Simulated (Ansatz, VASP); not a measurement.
# Two plane-wave programs on BaTiO3

```xyz
5
Lattice="3.9841 0.0000 0.0000 0.0000 2.8371 2.8458 0.0000 -2.8371 2.8458" Properties=species:S:1:pos:R:3 pbc="T T T"
Ba    0.0000    0.0000    0.0000
Ti    1.9921    0.0000    2.8908
O     0.0000    0.0000    2.8008
O     1.9921   -1.3936    4.2579
O     1.9921    1.3936    4.2579
```

Alike in both runs: task single point; functional r2SCAN; k mesh 4 × 4 × 4; occupations gaussian, width 0.1 eV; collinear spin; Hubbard terms Ti d U = 4.0 eV.

|  | VASP | Ansatz |
| --- | --- | --- |
| version | VASP 6.6.1 | Ansatz 0.2.0 |
| potentials or method | VASP PAW PBE potentials, release 64 (Ba_sv, Ti_sv, O), cutoff 520 eV | scalar-relativistic, plane waves, PAW |
| valence electrons in the cell | 40 | 40 |

```csv
,VASP,Ansatz,Ansatz less VASP
gap on the k mesh at the Fermi level (eV),2.69,2.69,-0.004
least direct gap on the mesh (eV),2.92,2.88,-0.040
pressure (GPa),3.9,0.1,-3.85
"traceless stress, the component that is largest in VASP (GPa)",-0.78,-0.73,+0.056
rms of the force components (eV/Å),0.101,0.068,-0.0321
net moment per atom (μB),0.00,0.00,0.000
```

VASP's potentials were made for PBE, not for r2SCAN. The programs project onto different local orbitals, so the same U acts differently, and such runs can settle in different states. Atom by atom the forces differ by 0.112 eV/Å (rms over components). Ansatz's warnings: seeded moment not kept, stability check not made.

Spin-orbit coupling is off throughout.
